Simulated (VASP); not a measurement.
Set up this calculation in VASP 6.6.1, as the native input.

* Task: single point
* Functional: PBE
* Potentials or basis: VASP PAW PBE potentials, release 64 (Zr_sv, C)
* Cutoff: 520 eV
* k mesh: 18 × 18 × 18
* Occupations: gaussian, width 0.15 eV
* Spin: no spin polarisation
* Dipole correction: no
* Further INCAR settings: ALGO = Normal; EDIFF = 1e-06; NBANDS = 15

The structure of ZrC lies in POSCAR:

```
ZrC
1.0
    0.0000000000      2.1621932000      2.5382268000
    2.1621932000      0.0000000000      2.5382268000
    2.1621932000      2.1621932000      0.0000000000
Zr C
1 1
Direct
    0.5000000000      0.5000000000      0.5000000000
    0.0000000000      0.0000000000      0.0000000000
```

This cell differs from its parent crystal: strain -0.080 along x and y, +0.080 along z.

These files were run (other wordings do the same):

INCAR

```
ALGO = Normal ; EDIFF = 1E-6
ENCUT = 520 ; GGA = PE
ISIF = 2 ; ISMEAR = 0
LASPH = T ; LCHARG = F
LREAL = F ; LWAVE = F
NBANDS = 15 ; NELM = 100
PREC = Accurate ; SIGMA = 0.15
```

KPOINTS

```
k-points
0
Gamma
  18 18 18
```

Potentials or basis: VASP PAW PBE potentials, release 64 (Zr_sv, C).

Command:

```sh
$ cat potpaw_PBE.64/Zr_sv/POTCAR potpaw_PBE.64/C/POTCAR > POTCAR
$ mpirun -np 1 vasp_std > vasp.out
```

It gave:

| Item | Value |
| --- | --- |
| Pressure | 38.5 GPa |
| Band gap on the k mesh | zero (bands 8 and 9 overlap by 1.55 eV) |

Caveat: the cell differs from its parent crystal (strain -0.080 along x and y, +0.080 along z); the cell stands under pressure.

It took 72 s on 1 thread of Intel(R) Xeon(R) 6975P-C (Granite Rapids) (shared host), peak memory 0.29 GiB.
